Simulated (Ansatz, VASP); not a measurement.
**SiC: VASP beside Ansatz**

```
Si C
1.0
     2.77651    0.00000    0.00000
    -1.38825    2.40453    0.00000
     0.00000    0.00000    4.53070
Si C
2 2
Direct
  0.33333 0.66667 0.99961
  0.66667 0.33333 0.49961
  0.33333 0.66667 0.37639
  0.66667 0.33333 0.87639
```

Change from the starting cell: volume scaled by 0.72, LAPW.

Alike in both runs: task single point; functional PBE; k mesh 13 × 13 × 7; occupations fermi-dirac, width 0.1 eV; no spin polarisation.

|  | VASP | Ansatz |
| --- | --- | --- |
| version | VASP 6.6.1 | Ansatz 0.2.0 |
| potentials or method | VASP PAW PBE potentials, release 64 (Si, C), cutoff 520 eV | all-electron LAPW, scalar-relativistic |

|  | VASP | Ansatz | Ansatz less VASP |
| --- | --- | --- | --- |
| pressure (GPa) | 130.5 | 130.5 | -0.04 |

Both programs put the cell under a high pressure, so it lies far from rest at this level. Ansatz ran all-electron here, and VASP with PAW potentials.

Noted on VASP's run: the cell as given lies far from equilibrium.
